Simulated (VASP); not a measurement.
# SnH2 (Fm-3m) in VASP: further runs

SnH2 is run at these levels: PBE; tasks: single point, relaxation of cell and atoms.

Everything below comes from runs of VASP 6.6.1. Logs are shortened: lines on timing, memory, paths and dates and some standing lists are left out, and cuts for length are marked.

## Step 1: The cell of the first run

It takes space group Fm-3m (No. 225, cubic). The conventional cell has a = 5.375 Å, b = 5.375 Å, c = 5.375 Å, α = 90.00°, β = 90.00°, γ = 90.00°. Sn (site symmetry m-3m) has 8 H at 2.33 Å within 3.1 Å. H (site symmetry -43m) has 4 Sn at 2.33 Å and 6 H at 2.69 Å within 3.1 Å.

## Step 2: Single point, PBE

File INCAR:

```
SYSTEM = SnH2
PREC     = Accurate       ! precision mode
ENCUT    = 520            ! plane-wave cutoff, eV
EDIFF    = 1E-6           ! SCF threshold, eV
ISMEAR   = -1             ! smearing method
SIGMA    = 0.02           ! smearing width, eV
LREAL    = .False.        ! projectors in reciprocal space
LASPH    = .True.         ! aspherical terms in the spheres
NELM     = 60             ! most SCF steps
ALGO     = Normal         ! electronic algorithm
ISIF     = 2              ! what is computed and relaxed
LWAVE    = .False.        ! write WAVECAR
LCHARG   = .True.         ! write CHGCAR
GGA      = PE             ! functional
LELF     = .True.         ! ELF
LVHAR    = .True.       
NBANDS   = 15             ! bands
```

File KPOINTS:

```
regular mesh
0
Gamma
  10 10 10
  0 0 0
```

File POSCAR:

```
SnH2
1.0
    0.0000000000      2.6876771309      2.6876771309
    2.6876771309      0.0000000000      2.6876771309
    2.6876771309      2.6876771309      0.0000000000
Sn H
1 2
Direct
    0.0000000000      0.0000000000      0.0000000000
    0.2500000000      0.2500000000      0.2500000000
    0.7500000000      0.7500000000      0.7500000000
```

Potentials or basis: VASP PAW PBE potentials, release 64 (Sn_d, H).

Run with:

```bash
cat potpaw_PBE.64/Sn_d/POTCAR potpaw_PBE.64/H/POTCAR > POTCAR
mpirun -np 1 vasp_std > vasp.out
```

OUTCAR:

```text
SYSTEM = SnH2
   PREC = Accurate
   ENCUT = 520
   EDIFF = 1E-6
   ISMEAR = -1
   LREAL = .False.
   LASPH = .True.
   NELM = 60
   ISIF = 2
   GGA = PE

 ion  position               nearest neighbor table
   1  0.000  0.000  0.000-
   2  0.250  0.250  0.250-
   3  0.750  0.750  0.750-

  LATTYP: Found a face centered cubic cell.
 ALAT       =     5.3753542618

  Lattice vectors:

 A1 = (   0.0000000000,   2.6876771309,   2.6876771309)
 A2 = (   2.6876771309,   0.0000000000,   2.6876771309)
 A3 = (   2.6876771309,   2.6876771309,   0.0000000000)

Analysis of symmetry for initial positions (statically):
=====================================================================
 Subroutine PRICEL returns:
 Original cell was already a primitive cell.

 Routine SETGRP: Setting up the symmetry group for a
 face centered cubic supercell.

 Subroutine GETGRP returns: Found 48 space group operations
 (whereof 48 operations were pure point group operations)
 out of a pool of 48 trial point group operations.

The static configuration has the point symmetry O_h .

Analysis of symmetry for dynamics (positions and initial velocities):
=====================================================================
 Subroutine PRICEL returns:
 Original cell was already a primitive cell.

 Routine SETGRP: Setting up the symmetry group for a
 face centered cubic supercell.

 Subroutine GETGRP returns: Found 48 space group operations
 (whereof 48 operations were pure point group operations)
 out of a pool of 48 trial point group operations.

The dynamic configuration has the point symmetry O_h .

 Subroutine INISYM returns: Found 48 space group operations
 (whereof 48 operations are pure point group operations),
 and found     1 'primitive' translations

----------------------------------------------------------------------------------------

                                     Primitive cell

  volume of cell :      38.8295

  direct lattice vectors                    reciprocal lattice vectors
     0.000000000  2.687677131  2.687677131    -0.186034250  0.186034250  0.186034250
     2.687677131  0.000000000  2.687677131     0.186034250 -0.186034250  0.186034250
     2.687677131  2.687677131  0.000000000     0.186034250  0.186034250 -0.186034250

  length of vectors
     3.800949450  3.800949450  3.800949450     0.322220773  0.322220773  0.322220773

  position of ions in fractional coordinates (direct lattice)
     0.000000000  0.000000000  0.000000000
     0.250000000  0.250000000  0.250000000
     0.750000000  0.750000000  0.750000000

  ion indices of the primitive-cell ions
   primitive index   ion index
                 1           1
                 2           2
                 3           3

----------------------------------------------------------------------------------------

 KPOINTS: regular mesh

Automatic generation of k-mesh.
 Grid dimensions read from file:
 generate k-points for:   10   10   10

 Generating k-lattice:

  Cartesian coordinates                     Fractional coordinates (reciprocal lattice)
    -0.018603425  0.018603425  0.018603425     0.100000000  0.000000000  0.000000000
     0.018603425 -0.018603425  0.018603425     0.000000000  0.100000000  0.000000000
     0.018603425  0.018603425 -0.018603425     0.000000000  0.000000000  0.100000000

  Length of vectors
     0.032222077  0.032222077  0.032222077

  Shift w.r.t. Gamma in fractional coordinates (k-lattice)
     0.000000000  0.000000000  0.000000000

 Subroutine IBZKPT returns following result:
 ===========================================

 Found     47 irreducible k-points:

 Following reciprocal coordinates:
            Coordinates               Weight
  0.000000  0.000000  0.000000      1.000000
  0.100000  0.000000  0.000000      8.000000
  0.200000  0.000000  0.000000      8.000000
  0.300000  0.000000  0.000000      8.000000
  0.400000  0.000000  0.000000      8.000000
  0.500000  0.000000  0.000000      4.000000
[... 16 lines left out ...]
  0.300000  0.300000  0.000000      6.000000
  0.400000  0.300000  0.000000     24.000000
 [... further k-points ...]
   k-points           NKPTS =     47   k-points in BZ     NKDIM =     47   number of bands    NBANDS=     15
   number of dos      NEDOS =    301   number of ions     NIONS =      3
   total plane-waves  NPLWV =  21952
   dimension x,y,z NGX =    28 NGY =   28 NGZ =   28
   dimension x,y,z NGXF=    56 NGYF=   56 NGZF=   56
   ions per type =               1   2
   NGX,Y,Z   is equivalent  to a cutoff of  12.25, 12.25, 12.25 a.u.
   NGXF,Y,Z  is equivalent  to a cutoff of  24.49, 24.49, 24.49 a.u.
 SYSTEM =  SnH2
   PREC   = accura    normal or accurate (medium, high low for compatibility)
   ISTART =      0    job   : 0-new  1-cont  2-samecut
   ICHARG =      2    charge: 1-file 2-atom 10-const
   ISPIN  =      1    spin polarized calculation?
   LNONCOLLINEAR =      F non collinear calculations
   LSORBIT =      F    spin-orbit coupling
   LASPH  =      T    aspherical Exc in radial PAW
   ENCUT  =  520.0 eV  38.22 Ry    6.18 a.u.   7.07  7.07  7.07*2*pi/ulx,y,z
   NELM   =     60;   NELMIN=  2; NELMDL= -5     # of ELM steps
   EDIFF  = 0.1E-05   stopping-criterion for ELM
   LREAL  =      F    real-space projection
   EDIFFG = 0.1E-04   stopping-criterion for IOM
   NSW    =      0    number of steps for IOM
   IBRION =     -1    ionic relax: 0-MD 1-quasi-New 2-CG
   NFREE  =      0    steps in history (QN), initial steepest desc. (CG)
   ISIF   =      2    stress and relaxation
   ISYM   =      2    0-nonsym 1-usesym 2-fastsym
   POTIM  = 0.5000    time-step for ionic-motion
   TEBEG  =    0.0;   TEEND  =   0.0 temperature during run
   PSTRESS=    0.0 pullay stress
   NELECT =      16.0000    total number of electrons
   NUPDOWN=      -1.0000    fix difference up-down
   EMIN   =  10.00;   EMAX   =-10.00  energy-range for DOS
   EFERMI =   0.00;   METHOD = LEGACY
   ISMEAR =    -1;   SIGMA  =   0.02  broadening in eV -4-tet -1-fermi 0-gaus
   EFERMI_NEDOS =   21; number of points for ismear=-14 and -15
   IALGO  =     38    algorithm
   IMIX   =      4    mixing-type and parameters
     AMIX     =   0.40;   BMIX     =  1.00
     AMIX_MAG =   1.60;   BMIX_MAG =  1.00
  volume/ion in A,a.u.               =      12.94        87.34
  Fermi-wavevector in a.u.,A,eV,Ry     =   1.218226  2.302113 20.192048  1.484074
  Thomas-Fermi vector in A             =   2.353519
   LORBIT       =      0    0 simple, 1 ext, 2 COOP (PROOUT), +10 PAW based schemes
   GGA     = PE    functional components
   LHFCALC =     F    Hartree Fock is set to
   AEXX    =    0.0000 exact exchange contribution
   IVDW    =     0    specifies the selected vdW correction
   LEPSILON=     F    determine dielectric tensor
   LRPA    =     F    only Hartree local field effects (RPA)
 non-spin polarized calculation
  energy-cutoff  :      520.00
  volume of cell :       38.83
 maximum number of plane-waves:      1056
   NGX = 15   NGY = 15   NGZ = 15

 number of electron      15.9999992 magnetization

 Free energy of the ion-electron system (eV)
  ---------------------------------------------------
  ext. energy  EPLUGINS =         0.00000000
  ---------------------------------------------------
  free energy    TOTEN  =        -9.04504774 eV

  energy without entropy =       -9.04381392  energy(sigma->0) =       -9.04443083

 E-fermi :   5.6872     XC(G=0):  -9.5789

 val. band max:        5.5997340092   @ k =  -0.4000   0.5000   0.1000
 cond. band min:       5.7004882504   @ k =  -0.2000   0.1000   0.0000
 fundamental gap:      0.1007542412
 Fermi energy:         5.6872198837

 k-point     1 :       0.0000    0.0000    0.0000
  band No.  band energies     occupation
      1     -16.1123      2.00000
      2     -16.1123      2.00000
      3     -16.1123      2.00000
      4     -16.0904      2.00000
      5     -16.0904      2.00000
      6      -5.6145      2.00000
      7       4.7702      2.00000
      8      10.0850      0.00000
      9      10.0850      0.00000
     10      10.0850      0.00000
     11      10.5006      0.00000
     12      13.6202      0.00000
     13      13.6202      0.00000
     14      13.6202      0.00000
     15      16.4903      0.00000

 k-point     2 :       0.1000    0.0000    0.0000
  band No.  band energies     occupation
      1     -16.1129      2.00000
      2     -16.1096      2.00000
      3     -16.1096      2.00000
      4     -16.0902      2.00000
      5     -16.0902      2.00000
      6      -5.4622      2.00000
      7       4.5733      2.00000
      8       8.3060      0.00000
      9       9.8511      0.00000
     10       9.8511      0.00000
     11      11.1279      0.00000
     12      13.9843      0.00000
     13      13.9843      0.00000
     14      14.9365      0.00000
     15      16.0611      0.00000

 k-point     3 :       0.2000    0.0000    0.0000
  band No.  band energies     occupation
      1     -16.1149      2.00000
      2     -16.1062      2.00000
      3     -16.1062      2.00000
      4     -16.0861      2.00000
      5     -16.0861      2.00000
      6      -5.0065      2.00000
      7       3.6950      2.00000
      8       6.7934      0.00000
      9       9.3868      0.00000
     10       9.3868      0.00000
     11      10.8586      0.00000
     12      14.4088      0.00000
     13      14.4089      0.00000
     14      15.7777      0.00000
     15      16.5102      0.00000
[... 343 lines left out ...]
 k-point    23 :       0.3000    0.3000    0.0000
  band No.  band energies     occupation
      1     -16.1410      2.00000
      2     -16.1081      2.00000
      3     -16.0750      2.00000
      4     -16.0737      2.00000
      5     -16.0737      2.00000
      6      -3.7980      2.00000
      7       3.5967      2.00000
      8       3.6810      2.00000
      9       7.0123      0.00000
     10       7.0123      0.00000
     11      10.6648      0.00000
     12      14.3767      0.00000
     13      18.1494      0.00000
     14      18.6010      0.00000
     15      18.6010      0.00000

 k-point    24 :       0.4000    0.3000    0.0000
  band No.  band energies     occupation
      1     -16.1431      2.00000
      2     -16.1108      2.00000
      3     -16.0768      2.00000
      4     -16.0681      2.00000
      5     -16.0626      2.00000
      6      -3.0553      2.00000
      7       2.3812      2.00000
      8       3.0749      2.00000
      9       6.7315      0.00000
     10       6.9021      0.00000
     11      10.7408      0.00000
     12      14.1254      0.00000
     13      18.4483      0.00000
     14      18.9074      0.00000
     15      20.2297      0.00000

 [... further k-points ...]
[... 5 lines left out ...]
  --------------------------------------------------------------------------------------
  -------------------------------------------------------------------------------------
  Total       -0.0320616     -0.0320616     -0.0320616      0.0000000      0.0000000      0.0000000
  in kB       -1.3229224     -1.3229224     -1.3229224      0.0000000      0.0000000      0.0000000
  external PRESSURE =      -1.3229224 kB  Pullay stress =       0.0000000 kB

 VOLUME and BASIS-vectors are now :
 -----------------------------------------------------------------------------
  energy-cutoff  :      520.00
  volume of cell :       38.83
      direct lattice vectors                 reciprocal lattice vectors
     0.000000000  2.687677131  2.687677131    -0.186034250  0.186034250  0.186034250
     2.687677131  0.000000000  2.687677131     0.186034250 -0.186034250  0.186034250
     2.687677131  2.687677131  0.000000000     0.186034250  0.186034250 -0.186034250

 POSITION                                       TOTAL-FORCE (eV/Angst)
 -----------------------------------------------------------------------------------
      0.00000      0.00000      0.00000        -0.000000      0.000000      0.000000
      1.34384      1.34384      1.34384         0.000000      0.000000     -0.000000
      4.03152      4.03152      4.03152        -0.000000     -0.000000      0.000000
 -----------------------------------------------------------------------------------
    total drift:                               -0.000000     -0.000000      0.000000

  FREE ENERGIE OF THE ION-ELECTRON SYSTEM (eV)
  ---------------------------------------------------
  free  energy   TOTEN  =        -9.0450477382 eV

  energy  without entropy=       -9.0438139153  energy(sigma->0) =       -9.04443083
```

It took 17 s on 1 thread of AMD EPYC 9R45 (Zen 5), shared host; peak memory 0.14 GiB.

Results:

```
Free energy            : -9.0450 eV
Pressure               : -0.1 GPa
Band gap on the k mesh : zero (band 8 reaches 10.09 eV, above the bottom of band 9 at 4.98 eV)
```

Levels at points of the mesh, in eV from the Fermi level:
| k point | band 4 | band 5 | band 6 | band 7 | band 8 | band 9 | band 10 | band 11 | band 12 | band 13 |
| --- | --- | --- | --- | --- | --- | --- | --- | --- | --- | --- |
| (0.00, 0.00, 0.00) | -21.78 | -21.78 | -11.30 | -0.92 | 4.40 | 4.40 | 4.40 | 4.81 | 7.93 | 7.93 |
| (0.50, 0.00, 0.00) | -21.75 | -21.75 | -8.20 | -6.41 | 0.44 | 2.91 | 2.91 | 3.94 | 7.64 | 7.64 |
| (0.50, 0.50, 0.00) | -21.74 | -21.74 | -6.55 | -6.12 | -2.55 | 0.46 | 0.46 | 3.91 | 9.36 | 16.45 |

Caveat: spin-orbit coupling is left out, which moves the levels of the heavy elements.

(Part 1 of 2 ends here.)
